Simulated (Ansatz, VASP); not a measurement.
BaS: VASP beside Ansatz

The input INCAR:

```
PREC     = Accurate       # precision mode
ENCUT    = 520            # plane-wave cutoff, eV
EDIFF    = 1E-6           # SCF threshold, eV
ISMEAR   = 0              # smearing method
SIGMA    = 0.01           # smearing width, eV
LREAL    = False          # projectors in reciprocal space
LASPH    = True           # aspherical terms in the spheres
NELM     = 100            # most SCF steps
ALGO     = Normal         # electronic algorithm
ISIF     = 2              # what is computed and relaxed
LWAVE    = False          # write WAVECAR
LCHARG   = False          # write CHGCAR
GGA      = PS             # functional
NBANDS   = 24             # bands
```

The input KPOINTS:

```
regular mesh
0
Gamma
  6 6 2
```

Contents of POSCAR:

```
BaS
1.0
    4.4421900005      0.0000000000      0.0000000000
   -2.2210950002      3.8470493889      0.0000000000
    0.0000000000      0.0000000000      7.7894608866
Ba S
2 2
Direct
    0.0000000000      0.0000000000      0.0000000000
    0.0000000000      0.0000000000      0.5000000000
    0.3333333333      0.6666666667      0.2500000000
    0.6666666667      0.3333333333      0.7500000000
```

Input for Ansatz:

```yaml
crystal:
  lattice:
    - [4.4421900005, 0.0, 0.0]
    - [-2.2210950002, 3.8470493889, 0.0]
    - [0.0, 0.0, 7.7894608866]
  atoms:
    - { symbol: Ba, position: [0.0, 0.0, 0.0] }
    - { symbol: Ba, position: [0.0, 0.0, 0.5] }
    - { symbol: S, position: [0.3333333333, 0.6666666667, 0.25] }
    - { symbol: S, position: [0.6666666667, 0.3333333333, 0.75] }
kpoints:
  mp_grid: { grid: [6, 6, 2] }
hamiltonian:
  xc: pbesol
scf:
  occupations: { method: fixed }
  n_extra_bands: 5
output:
  forces: true
  stress: true
  eigenvalues: true
```

Alike in both runs: task single point; functional PBEsol; k mesh 6 × 6 × 2; no spin polarisation.

|  | VASP | Ansatz |
| --- | --- | --- |
| version | VASP 6.6.1 | Ansatz 0.2.0 |
| potentials or method | VASP PAW PBE potentials, release 64 (Ba_sv, S) | plane waves, PAW |
| plane-wave cutoff (eV) | 520 | 420 |
| occupations | gaussian, width 0.01 eV | fixed |
| valence electrons in the cell | 32 | 32 |

```tsv
	VASP	Ansatz	Ansatz less VASP
gap on the k mesh at the Fermi level (eV)	2.20	2.30	+0.102
pressure (GPa)	-1.1	-1.8	-0.65
traceless stress, the component that is largest in VASP (GPa)	0.04	-0.07	-0.106
```

VASP's potentials were made for PBE, not for PBEsol.

Neither program's run includes spin-orbit coupling.
